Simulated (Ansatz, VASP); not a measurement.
# Ba2CuSO2 in VASP and in Ansatz

File INCAR:

```
SYSTEM = Ba2CuSO2
  ALGO = Normal
  EDIFF = 1E-6
  ENCUT = 820
  GGA = PS
  GGA_COMPAT = .FALSE.
  ISIF = 2
  ISMEAR = -1
  IVDW = 12
  LASPH = .TRUE.
  LCHARG = .FALSE.
  LREAL = .FALSE.
  LWAVE = .FALSE.
  NBANDS = 38
  NELM = 120
  PREC = Accurate
  SIGMA = 0.1
```

Contents of KPOINTS:

```
k-points
0
G
  6 6 3
  0 0 0
```

File POSCAR:

```
Ba2CuSO2
1.0
    3.9411785431      0.0000000000      0.0000000000
    0.0000000000      3.9411785431      0.0000000000
    0.0000000000      0.0000000000      7.3000735642
Ba Cu S O
2 1 1 2
Direct
    0.5000000000      0.5000000000      0.7574590000
    0.5000000000      0.5000000000      0.2425410000
    0.0000000000      0.0000000000      0.5000000000
    0.0000000000      0.0000000000      0.0000000000
    0.0000000000      0.5000000000      0.5000000000
    0.5000000000      0.0000000000      0.5000000000
```

Input for Ansatz:

```yaml
crystal:
  lattice:
    - [3.941178543140465, 0.0, 0.0]
    - [0.0, 3.941178543140465, 0.0]
    - [0.0, 0.0, 7.300073564198379]
  atoms:
    - { symbol: Ba, position: [0.5, 0.5, 0.757459] }
    - { symbol: Ba, position: [0.5, 0.5, 0.242541] }
    - { symbol: Cu, position: [0.0, 0.0, 0.5] }
    - { symbol: S, position: [0.0, 0.0, 0.0] }
    - { symbol: O, position: [0.0, 0.5, 0.5] }
    - { symbol: O, position: [0.5, 0.0, 0.5] }
basis:
  ecutwfc: 557.833418042754
kpoints:
  mp_grid:
    grid: [6, 6, 3]
hamiltonian:
  xc: pbesol
  dispersion: d3bj
scf:
  occupations:
    method: fermi_dirac
    width: 0.1
output:
  stress: true
```

Alike in both runs: task single point; functional PBEsol; dispersion D3(BJ); k mesh 6 × 6 × 3; occupations fermi-dirac, width 0.1 eV; no spin polarisation.

|  | VASP | Ansatz |
| --- | --- | --- |
| version | VASP 6.6.1 | Ansatz 0.2.0 |
| potentials or method | VASP PAW PBE potentials, release 64 (Ba_sv, Cu_sv_GW, S, O), cutoff 820 eV | plane waves, PAW |
| valence electrons in the cell | 57 | 57 |

```tsv
	VASP	Ansatz	Ansatz less VASP
pressure (GPa)	-2.6	-3.9	-1.27
traceless stress, the component that is largest in VASP (GPa)	-0.06	-0.37	-0.312
```

VASP's potentials were made for PBE, not for PBEsol.

Neither program's run includes spin-orbit coupling.
